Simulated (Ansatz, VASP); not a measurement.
# AlCo in VASP and in Ansatz

```
CELL_PARAMETERS angstrom
2.82259 0.00000 0.00000
0.00000 2.82259 0.00000
0.00000 0.00000 2.82259
ATOMIC_POSITIONS crystal
Al 0.00000 0.00000 0.00000
Co 0.50000 0.50000 0.50000
```

Alike in both runs: functional PBEsol; k mesh 14 × 14 × 14; occupations gaussian, width 0.1 eV; no spin polarisation.

Ansatz relaxed the structure, and its values are those at the end. VASP's run is a single point on that final structure, the one shown.

|  | VASP | Ansatz |
| --- | --- | --- |
| version | VASP 6.6.1 | Ansatz 0.2.0 |
| potentials or method | VASP PAW PBE potentials, release 64 (Al, Co), cutoff 520 eV | scalar-relativistic, plane waves, PAW |
| valence electrons in the cell | 12 | 20 |

```tsv
	VASP	Ansatz	Ansatz less VASP
gap on the k mesh at the Fermi level (eV)	none	none	-
pressure (GPa)	-0.1	0.0	+0.10
```

VASP's potentials were made for PBE, not for PBEsol. A gap of «none» marks a metal or a gap that the smearing closes. VASP's potentials hold 12 valence electrons a cell and Ansatz's 20, so a difference there can come from the potentials and not from the codes.
